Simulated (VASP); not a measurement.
# Al (Fm-3m) in VASP: a series of runs

Runs on Al. Level: PBE. Tasks: single point.

Program: VASP 6.6.1. These are calculated values, not measurements. Logs are shortened: lines on timing, memory, paths and dates and some standing lists are left out, and cuts for length are marked.

**1. The cell of the first run**

The structure is cubic, space group Fm-3m (No. 225). The conventional cell has a = 4.039 Å, b = 4.039 Å, c = 4.039 Å, α = 90.00°, β = 90.00°, γ = 90.00°. Within 3.8 Å of Al (site symmetry m-3m) lie 12 Al at 2.86 Å.

**2. Single point, PBE**

INCAR reads:

```
SYSTEM = Al
PREC = Accurate
ENCUT = 520
EDIFF = 1E-6
ISMEAR = 1
SIGMA = 0.1
LREAL = Auto
LASPH = .True.
NELM = 100
ALGO = Normal
ISIF = 2
LWAVE = .False.
LCHARG = .False.
GGA = PE
NBANDS = 38
```

KPOINTS reads:

```
regular mesh
0
Gamma
  3 3 3
  0 0 0
```

POSCAR reads:

```
Al
1.0
   -4.0389296000      4.0389296000      4.0389296000
    4.0389296000     -4.0389296000      4.0389296000
    4.0389296000      4.0389296000     -4.0389296000
Al
16
Direct
    0.0000000000      0.0000000000      0.0000000000
    0.0000000000      0.2500000000      0.7500000000
    0.0000000000      0.5000000000      0.5000000000
    0.0000000000      0.7500000000      0.2500000000
    0.2500000000      0.0000000000      0.7500000000
    0.2500000000      0.2500000000      0.5000000000
    0.2500000000      0.5000000000      0.2500000000
    0.2500000000      0.7500000000      0.0000000000
    0.5000000000      0.0000000000      0.5000000000
    0.5000000000      0.2500000000      0.2500000000
    0.5000000000      0.5000000000      0.0000000000
    0.5000000000      0.7500000000      0.7500000000
    0.7500000000      0.0000000000      0.2500000000
    0.7500000000      0.2500000000      0.0000000000
    0.7500000000      0.5000000000      0.7500000000
    0.7500000000      0.7500000000      0.5000000000
```

Potentials or basis: VASP PAW PBE potentials, release 64 (Al).

Started as:

```bash
> cat potpaw_PBE.64/Al/POTCAR > POTCAR
> mpirun -np 1 vasp_std > vasp.out
```

OUTCAR:

```text
SYSTEM = Al
   PREC = Accurate
   ENCUT = 520
   EDIFF = 1E-6
   ISMEAR = 1
   LREAL = Auto
   LASPH = .True.
   NELM = 100
   ISIF = 2
   GGA = PE

 ion  position               nearest neighbor table
   1  0.000  0.000  0.000-   2 2.86   4 2.86   5 2.86   6 2.86   8 2.86  13 2.86  14 2.86  16 2.86
                            10 2.86   7 2.86  15 2.86  12 2.86
   2  0.000  0.250  0.750-   1 2.86   3 2.86   5 2.86   6 2.86   7 2.86  14 2.86  15 2.86  13 2.86
                            11 2.86   8 2.86  16 2.86   9 2.86
   3  0.000  0.500  0.500-   2 2.86   4 2.86   6 2.86   7 2.86   8 2.86  15 2.86  16 2.86  14 2.86
                            12 2.86   5 2.86  13 2.86  10 2.86
   4  0.000  0.750  0.250-   1 2.86   3 2.86   5 2.86   7 2.86   8 2.86  13 2.86  16 2.86  15 2.86
                             9 2.86   6 2.86  14 2.86  11 2.86
   5  0.250  0.000  0.750-   1 2.86   2 2.86   6 2.86   8 2.86   9 2.86  10 2.86  12 2.86   4 2.86
                            14 2.86  11 2.86   3 2.86  16 2.86
   6  0.250  0.250  0.500-   2 2.86   3 2.86   5 2.86   7 2.86   9 2.86  10 2.86  11 2.86   1 2.86
                            15 2.86  12 2.86   4 2.86  13 2.86
   7  0.250  0.500  0.250-   3 2.86   4 2.86   6 2.86   8 2.86  10 2.86  11 2.86  12 2.86   2 2.86
                            16 2.86   9 2.86   1 2.86  14 2.86
   8  0.250  0.750  0.000-   1 2.86   4 2.86   5 2.86   7 2.86   9 2.86  11 2.86  12 2.86   3 2.86
                            13 2.86  10 2.86   2 2.86  15 2.86
   9  0.500  0.000  0.500-   5 2.86   6 2.86  10 2.86  12 2.86  13 2.86  14 2.86  16 2.86   8 2.86
                             2 2.86  15 2.86   7 2.86   4 2.86
  10  0.500  0.250  0.250-   6 2.86   7 2.86   9 2.86  11 2.86  13 2.86  14 2.86  15 2.86   5 2.86
                            16 2.86   3 2.86   8 2.86   1 2.86
  11  0.500  0.500  0.000-   7 2.86   8 2.86  10 2.86  12 2.86  14 2.86  15 2.86  16 2.86   6 2.86
                             4 2.86  13 2.86   5 2.86   2 2.86
  12  0.500  0.750  0.750-   5 2.86   8 2.86   9 2.86  11 2.86  13 2.86  15 2.86  16 2.86   7 2.86
                            14 2.86   1 2.86   6 2.86   3 2.86
  13  0.750  0.000  0.250-   1 2.86   2 2.86   4 2.86   9 2.86  10 2.86  14 2.86  16 2.86  12 2.86
                             6 2.86   3 2.86  11 2.86   8 2.86
  14  0.750  0.250  0.000-   1 2.86   2 2.86   3 2.86  10 2.86  11 2.86  13 2.86  15 2.86   9 2.86
                             7 2.86   4 2.86  12 2.86   5 2.86
  15  0.750  0.500  0.750-   2 2.86   3 2.86   4 2.86  11 2.86  12 2.86  14 2.86  16 2.86  10 2.86
                             8 2.86   1 2.86   9 2.86   6 2.86
  16  0.750  0.750  0.500-   1 2.86   3 2.86   4 2.86   9 2.86  12 2.86  13 2.86  15 2.86  11 2.86
                             5 2.86   2 2.86  10 2.86   7 2.86

  LATTYP: Found a body centered cubic cell.
 ALAT       =     8.0778592000

  Lattice vectors:

 A1 = (  -4.0389296000,   4.0389296000,   4.0389296000)
 A2 = (   4.0389296000,  -4.0389296000,   4.0389296000)
 A3 = (   4.0389296000,   4.0389296000,  -4.0389296000)

Analysis of symmetry for initial positions (statically):
=====================================================================
 Subroutine PRICEL returns following result:

  LATTYP: Found a face centered cubic cell.
 ALAT       =     4.0389296000
[... 137 lines left out ...]
     AMIX_MAG =   1.60;   BMIX_MAG =  1.00
  volume/ion in A,a.u.               =      16.47       111.16
  Fermi-wavevector in a.u.,A,eV,Ry     =   0.927974  1.753616 11.716453  0.861135
  Thomas-Fermi vector in A             =   2.054101
   LORBIT       =      0    0 simple, 1 ext, 2 COOP (PROOUT), +10 PAW based schemes
   GGA     = PE    functional components
   LHFCALC =     F    Hartree Fock is set to
   AEXX    =    0.0000 exact exchange contribution
   IVDW    =     0    specifies the selected vdW correction
   LEPSILON=     F    determine dielectric tensor
   LRPA    =     F    only Hartree local field effects (RPA)
 non-spin polarized calculation
 Methfessel and Paxton  Order N= 1 SIGMA  =   0.10
  energy-cutoff  :      520.00
  volume of cell :      263.55
 maximum number of plane-waves:      7135
 NGX is ok and might be reduce to    54
   NGX = 25   NGY = 25   NGZ = 25

 number of electron      48.0000001 magnetization

 Free energy of the ion-electron system (eV)
  ---------------------------------------------------
  ext. energy  EPLUGINS =         0.00000000
  ---------------------------------------------------
  free energy    TOTEN  =       -60.75318843 eV

  energy without entropy =      -60.74347847  energy(sigma->0) =      -60.74995178

 E-fermi :   8.4425     XC(G=0): -10.2031

 val. band max:        8.4145985882   @ k =   0.3333   0.0000   0.0000
 cond. band min:       8.5137809905   @ k =   0.3333   0.3333   0.0000
 fundamental gap:      0.0991824024
 Fermi energy:         8.4424940921

 k-point     1 :       0.0000    0.0000    0.0000
  band No.  band energies     occupation
      1      -3.1288      2.00000
      2       1.3377      2.00000
      3       1.3377      2.00000
      4       1.3377      2.00000
      5       1.3377      2.00000
      6       1.3377      2.00000
[... 145 lines left out ...]
     35      11.1389      0.00000
     36      11.1389      0.00000
 [bands above 36 left out]

------------------------ aborting loop because EDIFF is reached ----------------------------------------

  FORCE on cell =-STRESS in cart. coord.  units (eV):
  Direction    XX          YY          ZZ          XY          YZ          ZX
  --------------------------------------------------------------------------------------
  -------------------------------------------------------------------------------------
  Total        0.0536948      0.0536948      0.0536948      0.0000000     -0.0000000      0.0000000
  in kB        0.3264255      0.3264255      0.3264255      0.0000000     -0.0000000      0.0000000
  external PRESSURE =       0.3264255 kB  Pullay stress =       0.0000000 kB

 VOLUME and BASIS-vectors are now :
 -----------------------------------------------------------------------------
  energy-cutoff  :      520.00
  volume of cell :      263.55
      direct lattice vectors                 reciprocal lattice vectors
    -4.038929600  4.038929600  4.038929600     0.000000000  0.123795176  0.123795176
     4.038929600 -4.038929600  4.038929600     0.123795176  0.000000000  0.123795176
     4.038929600  4.038929600 -4.038929600     0.123795176  0.123795176  0.000000000

 POSITION                                       TOTAL-FORCE (eV/Angst)
 -----------------------------------------------------------------------------------
      0.00000      0.00000      0.00000         0.000000      0.000000      0.000000
      4.03893      2.01946     -2.01946         0.000000      0.000000      0.000000
      4.03893      0.00000      0.00000        -0.000000     -0.000000     -0.000000
      4.03893     -2.01946      2.01946         0.000000      0.000000     -0.000000
      2.01946      4.03893     -2.01946         0.000000     -0.000000     -0.000000
      2.01946      2.01946      0.00000         0.000000     -0.000000      0.000000
[... 8 lines left out ...]
      2.01946      4.03893      2.01946        -0.000000     -0.000000     -0.000000
      2.01946      2.01946      4.03893         0.000000      0.000000     -0.000000
 -----------------------------------------------------------------------------------
    total drift:                                0.000000      0.000000     -0.000000

  FREE ENERGIE OF THE ION-ELECTRON SYSTEM (eV)
  ---------------------------------------------------
  free  energy   TOTEN  =       -60.7531884313 eV

  energy  without entropy=      -60.7434784741  energy(sigma->0) =      -60.74995178
```

stdout:

```text
POSCAR found type information on POSCAR Al
 POSCAR found :  1 types and      16 ions
 scaLAPACK will be used
 LDA part: xc-table for (Slater+PW92), standard interpolation
 POSCAR, INCAR and KPOINTS ok, starting setup
 FFT: planning ... GRIDC
 FFT: planning ... GRID_SOFT
 FFT: planning ... GRID
 WAVECAR not read
 entering main loop
```

Run time: 44 s. Hardware: 1 thread of Intel Xeon 6975P-C (Granite Rapids), shared host; peak memory 0.35 GiB.

What came out:

| Item | Value |
| --- | --- |
| Free energy | -60.7532 eV |
| Pressure | 0.0 GPa |
| Band gap on the k mesh | zero (bands 24 and 25 overlap by 2.19 eV) |

Caveat: the k points lie up to 0.37 Å⁻¹ apart, too coarse for converged energies and pressures of a metal.

**3. Single point, PBE**

INCAR reads:

```
PREC     = Accurate       # precision mode
ENCUT    = 520            # plane-wave cutoff, eV
EDIFF    = 1E-6           # SCF threshold, eV
ISMEAR   = 1              # smearing method
SIGMA    = 0.1            # smearing width, eV
LREAL    = Auto         
LASPH    = True           # aspherical terms in the spheres
NELM     = 60             # most SCF steps
ALGO     = Normal         # electronic algorithm
ISIF     = 2              # what is computed and relaxed
LWAVE    = False          # write WAVECAR
LCHARG   = False          # write CHGCAR
GGA      = PE             # functional
NBANDS   = 38             # bands
```

KPOINTS reads:

```
Automatic mesh
0
Gamma
  6 6 6
```

POSCAR is that of step 2.

Potentials or basis: VASP PAW PBE potentials, release 64 (Al).

Started as:

```bash
> cat potpaw_PBE.64/Al/POTCAR > POTCAR
> mpirun -np 1 vasp_std > vasp.out
```

OUTCAR:

```text
PREC = Accurate
   ENCUT = 520
   EDIFF = 1E-6
   ISMEAR = 1
   LREAL = Auto
   LASPH = True
   NELM = 60
   ISIF = 2
   GGA = PE

 ion  position               nearest neighbor table
   1  0.000  0.000  0.000-   2 2.86   4 2.86   5 2.86   6 2.86   8 2.86  13 2.86  14 2.86  16 2.86
                            10 2.86   7 2.86  15 2.86  12 2.86
   2  0.000  0.250  0.750-   1 2.86   3 2.86   5 2.86   6 2.86   7 2.86  14 2.86  15 2.86  13 2.86
                            11 2.86   8 2.86  16 2.86   9 2.86
   3  0.000  0.500  0.500-   2 2.86   4 2.86   6 2.86   7 2.86   8 2.86  15 2.86  16 2.86  14 2.86
                            12 2.86   5 2.86  13 2.86  10 2.86
   4  0.000  0.750  0.250-   1 2.86   3 2.86   5 2.86   7 2.86   8 2.86  13 2.86  16 2.86  15 2.86
                             9 2.86   6 2.86  14 2.86  11 2.86
   5  0.250  0.000  0.750-   1 2.86   2 2.86   6 2.86   8 2.86   9 2.86  10 2.86  12 2.86   4 2.86
                            14 2.86  11 2.86   3 2.86  16 2.86
   6  0.250  0.250  0.500-   2 2.86   3 2.86   5 2.86   7 2.86   9 2.86  10 2.86  11 2.86   1 2.86
                            15 2.86  12 2.86   4 2.86  13 2.86
   7  0.250  0.500  0.250-   3 2.86   4 2.86   6 2.86   8 2.86  10 2.86  11 2.86  12 2.86   2 2.86
                            16 2.86   9 2.86   1 2.86  14 2.86
   8  0.250  0.750  0.000-   1 2.86   4 2.86   5 2.86   7 2.86   9 2.86  11 2.86  12 2.86   3 2.86
                            13 2.86  10 2.86   2 2.86  15 2.86
   9  0.500  0.000  0.500-   5 2.86   6 2.86  10 2.86  12 2.86  13 2.86  14 2.86  16 2.86   8 2.86
                             2 2.86  15 2.86   7 2.86   4 2.86
  10  0.500  0.250  0.250-   6 2.86   7 2.86   9 2.86  11 2.86  13 2.86  14 2.86  15 2.86   5 2.86
                            16 2.86   3 2.86   8 2.86   1 2.86
  11  0.500  0.500  0.000-   7 2.86   8 2.86  10 2.86  12 2.86  14 2.86  15 2.86  16 2.86   6 2.86
                             4 2.86  13 2.86   5 2.86   2 2.86
  12  0.500  0.750  0.750-   5 2.86   8 2.86   9 2.86  11 2.86  13 2.86  15 2.86  16 2.86   7 2.86
                            14 2.86   1 2.86   6 2.86   3 2.86
  13  0.750  0.000  0.250-   1 2.86   2 2.86   4 2.86   9 2.86  10 2.86  14 2.86  16 2.86  12 2.86
                             6 2.86   3 2.86  11 2.86   8 2.86
  14  0.750  0.250  0.000-   1 2.86   2 2.86   3 2.86  10 2.86  11 2.86  13 2.86  15 2.86   9 2.86
                             7 2.86   4 2.86  12 2.86   5 2.86
  15  0.750  0.500  0.750-   2 2.86   3 2.86   4 2.86  11 2.86  12 2.86  14 2.86  16 2.86  10 2.86
                             8 2.86   1 2.86   9 2.86   6 2.86
  16  0.750  0.750  0.500-   1 2.86   3 2.86   4 2.86   9 2.86  12 2.86  13 2.86  15 2.86  11 2.86
                             5 2.86   2 2.86  10 2.86   7 2.86

[... 184 lines left out ...]

 Free energy of the ion-electron system (eV)
  ---------------------------------------------------
  ext. energy  EPLUGINS =         0.00000000
  ---------------------------------------------------
  free energy    TOTEN  =       -59.95566616 eV

  energy without entropy =      -59.94950855  energy(sigma->0) =      -59.95361362

 E-fermi :   7.9798     XC(G=0): -10.2032

 val. band max:        7.9722371398   @ k =  -0.3333   0.5000   0.1667
 cond. band min:       7.9799041889   @ k =   0.1667   0.0000   0.0000
 fundamental gap:      0.0076670490
 Fermi energy:         7.9797916239

 k-point     1 :       0.0000    0.0000    0.0000
  band No.  band energies     occupation
      1      -3.1289      2.00000
      2       1.3375      2.00000
      3       1.3375      2.00000
      4       1.3375      2.00000
      5       1.3375      2.00000
      6       1.3375      2.00000
[... 613 lines left out ...]
     35       9.1333     -0.00000
     36       9.1333     -0.00000
 [bands above 36 left out]

------------------------ aborting loop because EDIFF is reached ----------------------------------------

  FORCE on cell =-STRESS in cart. coord.  units (eV):
  Direction    XX          YY          ZZ          XY          YZ          ZX
  --------------------------------------------------------------------------------------
  -------------------------------------------------------------------------------------
  Total       -0.0784579     -0.0784579     -0.0784579     -0.0000000      0.0000000     -0.0000000
  in kB       -0.4769672     -0.4769672     -0.4769672     -0.0000000      0.0000000     -0.0000000
  external PRESSURE =      -0.4769672 kB  Pullay stress =       0.0000000 kB

 VOLUME and BASIS-vectors are now :
 -----------------------------------------------------------------------------
  energy-cutoff  :      520.00
  volume of cell :      263.55
      direct lattice vectors                 reciprocal lattice vectors
    -4.038929600  4.038929600  4.038929600     0.000000000  0.123795176  0.123795176
     4.038929600 -4.038929600  4.038929600     0.123795176  0.000000000  0.123795176
     4.038929600  4.038929600 -4.038929600     0.123795176  0.123795176  0.000000000

 POSITION                                       TOTAL-FORCE (eV/Angst)
 -----------------------------------------------------------------------------------
      0.00000      0.00000      0.00000         0.000000     -0.000000      0.000000
      4.03893      2.01946     -2.01946        -0.000000     -0.000000     -0.000000
      4.03893      0.00000      0.00000        -0.000000      0.000000     -0.000000
      4.03893     -2.01946      2.01946        -0.000000     -0.000000     -0.000000
      2.01946      4.03893     -2.01946        -0.000000     -0.000000     -0.000000
      2.01946      2.01946      0.00000         0.000000      0.000000      0.000000
[... 8 lines left out ...]
      2.01946      4.03893      2.01946         0.000000     -0.000000     -0.000000
      2.01946      2.01946      4.03893         0.000000      0.000000      0.000000
 -----------------------------------------------------------------------------------
    total drift:                                0.000000      0.000000     -0.000000

  FREE ENERGIE OF THE ION-ELECTRON SYSTEM (eV)
  ---------------------------------------------------
  free  energy   TOTEN  =       -59.9556661573 eV

  energy  without entropy=      -59.9495085528  energy(sigma->0) =      -59.95361362
```

OSZICAR:

```text
N       E                     dE             d eps       ncg     rms          rms(c)
DAV:   1     0.555466781509E+02    0.55547E+02   -0.16558E+04  1216   0.101E+03
DAV:   2    -0.549364860237E+02   -0.11048E+03   -0.10206E+03  1462   0.133E+02
DAV:   3    -0.602400654462E+02   -0.53036E+01   -0.50527E+01  1496   0.236E+01
DAV:   4    -0.603194238793E+02   -0.79358E-01   -0.79020E-01  1442   0.314E+00
DAV:   5    -0.603202692649E+02   -0.84539E-03   -0.84516E-03  1414   0.380E-01    0.522E+00
DAV:   6    -0.601093255633E+02    0.21094E+00   -0.25100E-02  1404   0.663E-01    0.304E+00
DAV:   7    -0.599565761490E+02    0.15275E+00   -0.67176E-02  1320   0.101E+00    0.473E-01
DAV:   8    -0.599557041071E+02    0.87204E-03   -0.78329E-04  1504   0.116E-01    0.328E-02
DAV:   9    -0.599556778572E+02    0.26250E-04   -0.19345E-05  1418   0.160E-02    0.754E-03
DAV:  10    -0.599556658172E+02    0.12040E-04   -0.19164E-07   850   0.210E-03    0.836E-03
DAV:  11    -0.599556661573E+02   -0.34007E-06   -0.20504E-08   824   0.697E-04
   1 F= -.59955666E+02 E0= -.59953614E+02  d E =-.615760E-02
```

It took 2.7 min on 1 thread of Intel Xeon 6975P-C (Granite Rapids), shared host; peak memory 0.4 GiB.

Results:

| Quantity | Value |
| --- | --- |
| Free energy | -59.9557 eV |
| Pressure | 0.0 GPa |
| Band gap on the k mesh | zero (bands 24 and 25 overlap by 2.19 eV) |
